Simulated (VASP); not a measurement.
Wanted: the native input for a VASP 6.6.1 run.

* Task: single point
* Functional: revPBE
* Potentials or basis: VASP PAW PBE potentials, release 64 (Ga_d, As)
* Cutoff: 520 eV
* k mesh: 8 × 8 × 8
* Occupations: gaussian, width 0.05 eV
* Spin: no spin polarisation
* Dipole correction: no
* Further INCAR settings: ALGO = Normal; EDIFF = 1e-07; NBANDS = 16

The structure of GaAs lies in POSCAR:

```
GaAs
1.0
    0.0000000000      2.8541235165      2.8541235165
    2.8541235165      0.0000000000      2.8541235165
    2.8541235165      2.8541235165      0.0000000000
Ga As
1 1
Direct
    0.0000000000      0.0000000000      0.0000000000
    0.7500000000      0.7500000000      0.7500000000
```

This cell differs from its parent crystal: volume scaled by 0.96.

One way to write it, as run:

INCAR

```
SYSTEM = GaAs
PREC = Accurate
ENCUT = 520
EDIFF = 1E-7
ISMEAR = 0
SIGMA = 0.05
LREAL = .FALSE.
LASPH = .TRUE.
NELM = 80
ALGO = Normal
ISIF = 2
LWAVE = .FALSE.
LCHARG = .FALSE.
GGA = RE
NBANDS = 16
```

KPOINTS

```
regular mesh
0
G
  8 8 8
  0 0 0
```

Potentials or basis: VASP PAW PBE potentials, release 64 (Ga_d, As).

Run with:

```bash
$ cat potpaw_PBE.64/Ga_d/POTCAR potpaw_PBE.64/As/POTCAR > POTCAR
$ mpirun -np 1 vasp_std > vasp.out
```

Results of the run:

```
Pressure               : 2.7 GPa
Band gap on the k mesh : 0.40 eV, direct
```

Caveat: the PAW data sets were made with another functional, which shifts forces and pressure a little.

It took 34 s on 1 thread of AMD EPYC 7R43 64-Core Processor (Zen 3), on a shared host, peak memory 0.13 GiB.
